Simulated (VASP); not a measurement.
A run of VASP 6.6.1 is set up as follows.

File INCAR:

```
SYSTEM = CuI
PREC = Accurate
ENCUT = 600
EDIFF = 1E-7
ISMEAR = 0
SIGMA = 0.01
LREAL = .FALSE.
LASPH = .TRUE.
NELM = 60
ALGO = Normal
ISIF = 3
LWAVE = .FALSE.
LCHARG = .FALSE.
GGA = PS
IBRION = 2
NSW = 100
EDIFFG = -0.002
PSTRESS = 70.0
```

KPOINTS

```
Automatic mesh
0
G
  6 6 6
  0 0 0
```

Contents of POSCAR:

```
CuI
1.0
    0.0000000000      2.9695375105      2.9695375105
    2.9695375105      0.0000000000      2.9695375105
    2.9695375105      2.9695375105      0.0000000000
Cu I
1 1
Direct
    0.7500000000      0.7500000000      0.7500000000
    0.0000000000      0.0000000000      0.0000000000
```

Potentials or basis: VASP PAW PBE potentials, release 64 (Cu, I).

Launch:

```sh
$ cat potpaw_PBE.64/Cu/POTCAR potpaw_PBE.64/I/POTCAR > POTCAR
$ mpirun -np 1 vasp_std > vasp.out
```

(1) Estimate the space group after relaxing (to 0.1 Å).

(2) Estimate the band gap on the k mesh.

Answers

(1) F-43m (No. 216).

(2) 1.52 eV.

Caveat: the cell is relaxed towards a set pressure, so the run minimises the enthalpy, not the energy; spin-orbit coupling is left out, which moves the levels of the heavy elements.
